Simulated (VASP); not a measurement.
# ZrAl5N6 (P4/mmm) in VASP: a series of runs

The runs below take ZrAl5N6 through single point, with PBE.

All numbers are computed with VASP 6.6.1; they aren't measurements. Logs are shortened: lines on timing, memory, paths and dates and some standing lists are left out, and cuts for length are marked.

## 1. The cell of the first run

The structure is tetragonal, space group P4/mmm (No. 123). The conventional cell has a = 3.330 Å, b = 3.330 Å, c = 14.130 Å, α = 90.00°, β = 90.00°, γ = 90.00°. Within 3.1 Å of Zr (site symmetry 4/mmm) lie 6 N at 2.35 Å. Al (site symmetry 4mm) has 6 N at 2.35 Å within 3.1 Å. Within 3.1 Å of Al (site symmetry 4mm) lie 6 N at 2.35 Å. Within 3.1 Å of Al (site symmetry 4/mmm) lie 6 N at 2.35 Å. N (site symmetry 4mm) has 5 Al at 2.35 Å and 1 Zr at 2.35 Å within 3.1 Å. N (site symmetry 4/mmm) has 4 Zr at 2.35 Å and 2 Al at 2.35 Å within 3.1 Å. Within 3.1 Å of N (site symmetry 4mm) lie 6 Al at 2.35 Å. Within 3.1 Å of N (site symmetry 4/mmm) lie 6 Al at 2.35 Å.

## 2. Single point, PBE

The input, INCAR:

```
SYSTEM = ZrAl5N6
PREC     = Accurate       ! precision mode
ENCUT    = 520            ! plane-wave cutoff, eV
EDIFF    = 1E-6           ! SCF threshold, eV
ISMEAR   = 0              ! smearing method
SIGMA    = 0.1            ! smearing width, eV
LREAL    = .FALSE.        ! projectors in reciprocal space
LASPH    = .TRUE.         ! aspherical terms in the spheres
NELM     = 60             ! most SCF steps
ALGO     = Normal         ! electronic algorithm
ISIF     = 2              ! what is computed and relaxed
LWAVE    = .FALSE.        ! write WAVECAR
LCHARG   = .FALSE.        ! write CHGCAR
GGA      = PE             ! functional
NBANDS   = 40             ! bands
```

The input, KPOINTS:

```
regular mesh
0
G
  6 6 2
  0 0 0
```

The input, POSCAR:

```
ZrAl5N6
1.0
    3.3304038000      0.0000000000      0.0000000000
    0.0000000000      3.3304038000      0.0000000000
    0.0000000000      0.0000000000     14.1297066700
Zr Al N
1 5 6
Direct
    0.0000000000      0.0000000000      0.0000000000
    0.0000000000      0.0000000000      0.6666666700
    0.5000000000      0.5000000000      0.8333333300
    0.5000000000      0.5000000000      0.1666666700
    0.0000000000      0.0000000000      0.3333333300
    0.5000000000      0.5000000000      0.5000000000
    0.0000000000      0.0000000000      0.8333333300
    0.5000000000      0.5000000000      0.0000000000
    0.0000000000      0.0000000000      0.1666666700
    0.5000000000      0.5000000000      0.3333333300
    0.0000000000      0.0000000000      0.5000000000
    0.5000000000      0.5000000000      0.6666666700
```

Potentials or basis: VASP PAW PBE potentials, release 64 (Zr_sv, Al, N).

Started as:

```bash
$ cat potpaw_PBE.64/Zr_sv/POTCAR potpaw_PBE.64/Al/POTCAR potpaw_PBE.64/N/POTCAR > POTCAR
$ mpirun -np 1 vasp_std > vasp.out
```

OUTCAR:

```text
SYSTEM = ZrAl5N6
   PREC = Accurate
   ENCUT = 520
   EDIFF = 1E-6
   ISMEAR = 0
   LREAL = .FALSE.
   LASPH = .TRUE.
   NELM = 60
   ISIF = 2
   GGA = PE

 ion  position               nearest neighbor table
   1  0.000  0.000  0.000-   8 2.35   8 2.35   8 2.35   8 2.35   9 2.35   7 2.35   4 3.33   4 3.33
                             3 3.33   4 3.33   3 3.33   3 3.33   4 3.33   3 3.33
   2  0.000  0.000  0.667-   7 2.35  12 2.35  12 2.35  12 2.35  12 2.35  11 2.35   3 3.33   3 3.33
                             3 3.33   3 3.33   6 3.33   6 3.33   6 3.33   6 3.33
   3  0.500  0.500  0.833-  12 2.35   7 2.35   7 2.35   7 2.35   7 2.35   8 2.35   2 3.33   2 3.33
                             2 3.33   2 3.33   1 3.33   1 3.33   1 3.33   1 3.33
   4  0.500  0.500  0.167-  10 2.35   9 2.35   9 2.35   9 2.35   9 2.35   8 2.35   5 3.33   5 3.33
                             5 3.33   5 3.33   1 3.33   1 3.33   1 3.33   1 3.33
   5  0.000  0.000  0.333-   9 2.35  10 2.35  10 2.35  10 2.35  10 2.35  11 2.35   4 3.33   4 3.33
                             4 3.33   4 3.33   6 3.33   6 3.33   6 3.33   6 3.33
   6  0.500  0.500  0.500-  11 2.35  11 2.35  11 2.35  11 2.35  12 2.35  10 2.35   5 3.33   5 3.33
                             2 3.33   5 3.33   2 3.33   2 3.33   5 3.33   2 3.33
   7  0.000  0.000  0.833-   2 2.35   3 2.35   3 2.35   3 2.35   3 2.35   1 2.35
   8  0.500  0.500  0.000-   1 2.35   1 2.35   1 2.35   1 2.35   4 2.35   3 2.35
   9  0.000  0.000  0.167-   5 2.35   4 2.35   4 2.35   4 2.35   4 2.35   1 2.35
  10  0.500  0.500  0.333-   4 2.35   5 2.35   5 2.35   5 2.35   5 2.35   6 2.35
  11  0.000  0.000  0.500-   6 2.35   6 2.35   6 2.35   6 2.35   2 2.35   5 2.35
  12  0.500  0.500  0.667-   3 2.35   2 2.35   2 2.35   2 2.35   2 2.35   6 2.35

  LATTYP: Found a simple tetragonal cell.
 ALAT       =     3.3304038000
 C/A-ratio  =     4.2426406882

  Lattice vectors:

 A1 = (   3.3304038000,   0.0000000000,   0.0000000000)
 A2 = (   0.0000000000,   3.3304038000,   0.0000000000)
 A3 = (   0.0000000000,   0.0000000000,  14.1297066700)

Analysis of symmetry for initial positions (statically):
=====================================================================
 Subroutine PRICEL returns:
 Original cell was already a primitive cell.

 Routine SETGRP: Setting up the symmetry group for a
 simple tetragonal supercell.

 Subroutine GETGRP returns: Found 16 space group operations
 (whereof 16 operations were pure point group operations)
 out of a pool of 16 trial point group operations.

The static configuration has the point symmetry D_4h.

Analysis of symmetry for dynamics (positions and initial velocities):
=====================================================================
 Subroutine PRICEL returns:
 Original cell was already a primitive cell.
[... 140 lines left out ...]
   IALGO  =     38    algorithm
   IMIX   =      4    mixing-type and parameters
     AMIX     =   0.40;   BMIX     =  1.00
     AMIX_MAG =   1.60;   BMIX_MAG =  1.00
  volume/ion in A,a.u.               =      13.06        88.13
  Fermi-wavevector in a.u.,A,eV,Ry     =   1.168577  2.208291 18.579750  1.365573
  Thomas-Fermi vector in A             =   2.305062
   LORBIT       =      0    0 simple, 1 ext, 2 COOP (PROOUT), +10 PAW based schemes
   GGA     = PE    functional components
   LHFCALC =     F    Hartree Fock is set to
   AEXX    =    0.0000 exact exchange contribution
   IVDW    =     0    specifies the selected vdW correction
   LEPSILON=     F    determine dielectric tensor
   LRPA    =     F    only Hartree local field effects (RPA)
 non-spin polarized calculation
 Gauss-broadening in eV      SIGMA  =   0.10
  energy-cutoff  :      520.00
  volume of cell :      156.72
 maximum number of plane-waves:      4264
 NGX is ok and might be reduce to    28
   NGX = 13   NGY = 13   NGZ = 53

 number of electron      56.9999993 magnetization

 Free energy of the ion-electron system (eV)
  ---------------------------------------------------
  ext. energy  EPLUGINS =         0.00000000
  ---------------------------------------------------
  free energy    TOTEN  =       -83.28904711 eV

  energy without entropy =      -83.27300414  energy(sigma->0) =      -83.28102563

 E-fermi :   7.5647     XC(G=0): -10.6103

 val. band max:        7.5597236810   @ k =   0.1667   0.1667   0.5000
 cond. band min:       7.6033848273   @ k =   0.5000   0.3333   0.0000
 fundamental gap:      0.0436611463
 Fermi energy:         7.5646724739

 k-point     1 :       0.0000    0.0000    0.0000
  band No.  band energies     occupation
      1     -42.6364      2.00000
      2     -20.7658      2.00000
      3     -20.4563      2.00000
      4     -20.4563      2.00000
      5      -8.5167      2.00000
      6      -8.0121      2.00000
[... 849 lines left out ...]
     39      11.9365      0.00000
     40      11.9365      0.00000

------------------------ aborting loop because EDIFF is reached ----------------------------------------

  FORCE on cell =-STRESS in cart. coord.  units (eV):
  Direction    XX          YY          ZZ          XY          YZ          ZX
  --------------------------------------------------------------------------------------
  -------------------------------------------------------------------------------------
  Total      -36.6550374    -36.6550374    -36.4316742      0.0000000     -0.0000000     -0.0000000
  in kB     -374.7290103   -374.7290103   -372.4455411      0.0000000     -0.0000000     -0.0000000
  external PRESSURE =    -373.9678539 kB  Pullay stress =       0.0000000 kB

 VOLUME and BASIS-vectors are now :
 -----------------------------------------------------------------------------
  energy-cutoff  :      520.00
  volume of cell :      156.72
      direct lattice vectors                 reciprocal lattice vectors
     3.330403800  0.000000000  0.000000000     0.300263890  0.000000000  0.000000000
     0.000000000  3.330403800  0.000000000     0.000000000  0.300263890  0.000000000
     0.000000000  0.000000000 14.129706670     0.000000000  0.000000000  0.070772878

 POSITION                                       TOTAL-FORCE (eV/Angst)
 -----------------------------------------------------------------------------------
      0.00000      0.00000      0.00000         0.000000     -0.000000      0.000000
      0.00000      0.00000      9.41980         0.000000     -0.000000     -0.231083
      1.66520      1.66520     11.77476         0.000000     -0.000000     -0.917176
      1.66520      1.66520      2.35495         0.000000      0.000000      0.917176
      0.00000      0.00000      4.70990         0.000000     -0.000000      0.231083
      1.66520      1.66520      7.06485         0.000000     -0.000000      0.000000
      0.00000      0.00000     11.77476         0.000000     -0.000000     -0.208916
      1.66520      1.66520      0.00000         0.000000     -0.000000      0.000000
      0.00000      0.00000      2.35495         0.000000     -0.000000      0.208916
      1.66520      1.66520      4.70990        -0.000000      0.000000     -0.294021
      0.00000      0.00000      7.06485         0.000000     -0.000000      0.000000
      1.66520      1.66520      9.41980         0.000000      0.000000      0.294021
 -----------------------------------------------------------------------------------
    total drift:                                0.000000      0.000000     -0.000000

  FREE ENERGIE OF THE ION-ELECTRON SYSTEM (eV)
  ---------------------------------------------------
  free  energy   TOTEN  =       -83.2890471140 eV

  energy  without entropy=      -83.2730041380  energy(sigma->0) =      -83.28102563
```

OSZICAR:

```text
N       E                     dE             d eps       ncg     rms          rms(c)
DAV:   1     0.281333037277E+03    0.28133E+03   -0.26389E+04  1600   0.128E+03
DAV:   2    -0.698026510559E+02   -0.35114E+03   -0.33912E+03  2120   0.273E+02
DAV:   3    -0.947296714056E+02   -0.24927E+02   -0.24516E+02  2280   0.720E+01
DAV:   4    -0.953418712132E+02   -0.61220E+00   -0.61041E+00  2336   0.105E+01
DAV:   5    -0.953537064101E+02   -0.11835E-01   -0.11831E-01  2232   0.129E+00    0.228E+01
DAV:   6    -0.838150821537E+02    0.11539E+02   -0.69740E+01  1992   0.314E+01    0.956E+00
DAV:   7    -0.834341459877E+02    0.38094E+00   -0.54231E+00  2080   0.968E+00    0.599E+00
DAV:   8    -0.833567991502E+02    0.77347E-01   -0.89561E-01  2016   0.484E+00    0.165E+00
DAV:   9    -0.832922748325E+02    0.64524E-01   -0.16363E-01  2112   0.223E+00    0.751E-01
DAV:  10    -0.832889340567E+02    0.33408E-02   -0.62621E-02  1976   0.929E-01    0.428E-01
DAV:  11    -0.832891538787E+02   -0.21982E-03   -0.46676E-03  2264   0.371E-01    0.154E-01
DAV:  12    -0.832890576754E+02    0.96203E-04   -0.10186E-03  2200   0.190E-01    0.618E-02
DAV:  13    -0.832890495641E+02    0.81113E-05   -0.46005E-04  1976   0.976E-02    0.226E-02
DAV:  14    -0.832890462945E+02    0.32696E-05   -0.32357E-05  2000   0.319E-02    0.142E-02
DAV:  15    -0.832890483552E+02   -0.20607E-05   -0.20258E-05  2088   0.195E-02    0.685E-03
DAV:  16    -0.832890472734E+02    0.10818E-05   -0.26783E-06  1696   0.865E-03    0.289E-03
DAV:  17    -0.832890471140E+02    0.15941E-06   -0.59339E-07  1200   0.411E-03
   1 F= -.83289047E+02 E0= -.83281026E+02  d E =-.160430E-01
```

Run time: 2 min. Hardware: 1 thread of Intel Xeon Platinum 8488C (Sapphire Rapids), shared host; peak memory 0.32 GiB.

Results:

| Property | Result |
| --- | --- |
| Free energy | -83.2890 eV |
| Pressure | -37.4 GPa |
| Largest force | 0.917 eV/Å |

Forces on the atoms (eV/Å):
```
Zr   0.000  0.000  0.000
Al   0.000  0.000 -0.231
Al   0.000  0.000 -0.917
Al   0.000  0.000  0.917
Al   0.000  0.000  0.231
Al   0.000  0.000  0.000
N    0.000  0.000 -0.209
N    0.000  0.000  0.000
N    0.000  0.000  0.209
N    0.000  0.000 -0.294
N    0.000  0.000  0.000
N    0.000  0.000  0.294
```

## 3. Single point, PBE

This run uses another cell than the first one, of 9.34 Å³/atom, 0.715 times its volume.

The input, INCAR:

```
SYSTEM = ZrAl5N6
PREC = Accurate
ENCUT = 520
EDIFF = 1E-6
ISMEAR = 0
SIGMA = 0.1
LREAL = .False.
LASPH = .True.
NELM = 80
ALGO = Normal
ISIF = 2
LWAVE = .False.
LCHARG = .True.
GGA = PE
LELF = .True.
LVHAR = .True.
NBANDS = 40
```

The input, KPOINTS:

```
regular mesh
0
Gamma
  6 6 2
  0 0 0
```

The input, POSCAR:

```
ZrAl5N6
1.0
    2.9886358714      0.0000000000      0.0000000000
    0.0000000000      2.9886358714      0.0000000000
    0.0000000000      0.0000000000     12.5512551590
Zr Al N
1 5 6
Direct
    0.0000000000      0.0000000000      0.0000000000
    0.0000000000      0.0000000000      0.6576348563
    0.5000000000      0.5000000000      0.8166183101
    0.5000000000      0.5000000000      0.1833816899
    0.0000000000      0.0000000000      0.3423651437
    0.5000000000      0.5000000000      0.5000000000
    0.0000000000      0.0000000000      0.8151598782
    0.5000000000      0.5000000000      0.0000000000
    0.0000000000      0.0000000000      0.1848401218
    0.5000000000      0.5000000000      0.3419560267
    0.0000000000      0.0000000000      0.5000000000
    0.5000000000      0.5000000000      0.6580439733
```

Potentials or basis: VASP PAW PBE potentials, release 64 (Zr_sv, Al, N).

Started as:

```bash
$ cat potpaw_PBE.64/Zr_sv/POTCAR potpaw_PBE.64/Al/POTCAR potpaw_PBE.64/N/POTCAR > POTCAR
$ mpirun -np 1 vasp_std > vasp.out
```

Run time: 56 s. Hardware: 1 thread of Intel Xeon Platinum 8488C (Sapphire Rapids), shared host; peak memory 0.26 GiB.

It converged, with:

| Quantity | Value |
| --- | --- |
| Free energy | -91.0372 eV |
| Pressure | -0.1 GPa |
| Largest force | 0.008 eV/Å |

Forces in eV/Å, atoms in the order of the input:
```
Zr   0.000  0.000  0.000
Al   0.000  0.000 -0.001
Al   0.000  0.000 -0.008
Al   0.000  0.000  0.008
Al   0.000  0.000  0.001
Al   0.000  0.000  0.000
N    0.000  0.000 -0.004
N    0.000  0.000  0.000
N    0.000  0.000  0.004
N    0.000  0.000  0.001
N    0.000  0.000  0.000
N    0.000  0.000 -0.001
```

Stress tensor (GPa, compression positive):
```
-0.06  0.00  0.00
 0.00 -0.06  0.00
 0.00  0.00 -0.20
```

Levels at points of the mesh, in eV from the Fermi level:
```csv
k point,band 24,band 25,band 26,band 27,band 28,band 29,band 30,band 31,band 32,band 33
"(0.00, 0.00, 0.00)",-2.88,-2.79,-2.79,-2.78,-2.43,-2.43,0.99,1.79,2.57,2.57
"(0.50, 0.00, 0.00)",-3.61,-3.57,-3.54,-3.54,-3.53,2.78,3.01,3.19,3.30,3.33
"(0.50, 0.50, 0.00)",-5.16,-5.16,-4.49,-3.19,-3.19,-0.85,-0.85,0.59,2.33,2.82
"(0.00, 0.00, 0.50)",-3.36,-2.78,-2.62,-2.62,-2.59,-2.59,1.33,1.76,2.57,2.57
"(0.50, 0.00, 0.50)",-3.60,-3.58,-3.57,-3.57,-3.53,2.51,2.97,3.19,3.33,3.68
"(0.50, 0.50, 0.50)",-5.26,-5.26,-4.72,-3.23,-3.23,-0.74,-0.74,0.92,1.95,2.75
```
